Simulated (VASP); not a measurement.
Set up this calculation in VASP 6.6.1, as the native input.

```
Task                   : single point
Functional             : PBEsol
Potentials or basis    : VASP PAW PBE potentials, release 64 (Pt, S)
Cutoff                 : 520 eV
k mesh                 : 7 × 7 × 5
Occupations            : fermi-dirac, width 0.05 eV
Spin                   : no spin polarisation
Dipole correction      : no
Further INCAR settings : ALGO = Normal; EDIFF = 1e-06; NBANDS = 18
```

The structure of PtS2 lies in POSCAR:

```
PtS2
1.0
    3.5432000000      0.0708640000      0.0000000000
   -1.7102299758      3.0330692107      0.0000000000
    0.0000000000      0.0000000000      5.0388000000
Pt S
1 2
Direct
    0.0000000000      0.0000000000      0.0000000000
    0.6666666667      0.3333333333      0.7730000000
    0.3333333333      0.6666666667      0.2270000000
```

One way to write it, as run:

INCAR

```
  ALGO = Normal
  EDIFF = 1E-6
  ENCUT = 520
  GGA = PS
  ISIF = 2
  ISMEAR = -1
  LASPH = T
  LCHARG = T
  LELF = T
  LREAL = F
  LVHAR = T
  LWAVE = F
  NBANDS = 18
  NELM = 100
  PREC = Accurate
  SIGMA = 0.05
```

KPOINTS

```
k-points
0
Gamma
  7 7 5
```

Potentials or basis: VASP PAW PBE potentials, release 64 (Pt, S).

Launch:

```bash
$ cat potpaw_PBE.64/Pt/POTCAR potpaw_PBE.64/S/POTCAR > POTCAR
$ mpirun -np 1 vasp_std > vasp.out
```

Results of the run:

```
Pressure               : 6.4 GPa
Largest force          : 1.012 eV/Å
Band gap on the k mesh : 0.58 eV, indirect (least direct gap 1.08 eV)
```

Caveat: the PAW data sets were made with another functional, which shifts forces and pressure a little; spin-orbit coupling is left out, which moves the levels of the heavy elements.

Run time: 110 s on 1 thread of Intel(R) Xeon(R) Platinum 8375C CPU @ 2.90GHz (Ice Lake) (shared host), peak memory 0.26 GiB.
